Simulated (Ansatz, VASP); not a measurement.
**CdP2C: VASP beside Ansatz**

File INCAR:

```
  ALGO = Normal
  EDIFF = 1E-6
  ENCUT = 700
  GGA = PE
  GGA_COMPAT = F
  ISIF = 2
  ISMEAR = -1
  LASPH = T
  LCHARG = T
  LELF = T
  LREAL = F
  LVHAR = T
  LWAVE = F
  NBANDS = 25
  NELM = 120
  PREC = Accurate
  SIGMA = 0.02
```

KPOINTS

```
k-points
0
Gamma
  6 6 4
```

Contents of POSCAR:

```
CdP2C
1.0
    3.2149543768      0.0000000000      0.0000000000
    0.0000000000      3.2149543768      0.0000000000
    0.0000000000      0.0000000000      5.9986298316
Cd P C
1 2 1
Direct
    0.0000000000      0.0000000000      0.0000000000
    0.0000000000      0.5000000000      0.3295789830
    0.5000000000      0.0000000000      0.6704210170
    0.5000000000      0.5000000000      0.5000000000
```

Input for Ansatz:

```yaml
crystal:
  lattice:
    - [3.2149543768, 0.0, 0.0]
    - [0.0, 3.2149543768, 0.0]
    - [0.0, 0.0, 5.9986298316]
  atoms:
    - { symbol: Cd, position: [0.0, 0.0, 0.0] }
    - { symbol: P, position: [0.0, 0.5, 0.329578983] }
    - { symbol: C, position: [0.5, 0.5, 0.5] }
    - { symbol: P, position: [0.5, 0.0, 0.670421017] }
kpoints:
  mp_grid: { grid: [6, 6, 4] }
hamiltonian:
  xc: pbe
scf:
  occupations: { method: fermi_dirac, width: 0.02 }
  n_extra_bands: 5
output:
  forces: true
  stress: true
  eigenvalues: true
```

Alike in both runs: task single point; functional PBE; k mesh 6 × 6 × 4; occupations fermi-dirac, width 0.02 eV; no spin polarisation.

|  | VASP | Ansatz |
| --- | --- | --- |
| version | VASP 6.6.1 | Ansatz 0.2.0 |
| potentials or method | VASP PAW PBE potentials, release 64 (Cd_sv_GW, P, C) | plane waves, PAW |
| plane-wave cutoff (eV) | 700 | 420 |
| valence electrons in the cell | 34 | 34 |

|  | VASP | Ansatz | Ansatz less VASP |
| --- | --- | --- | --- |
| pressure (GPa) | 6.1 | 6.3 | +0.21 |
| rms of the force components (eV/Å) | 0.044 | 0.056 | +0.0119 |
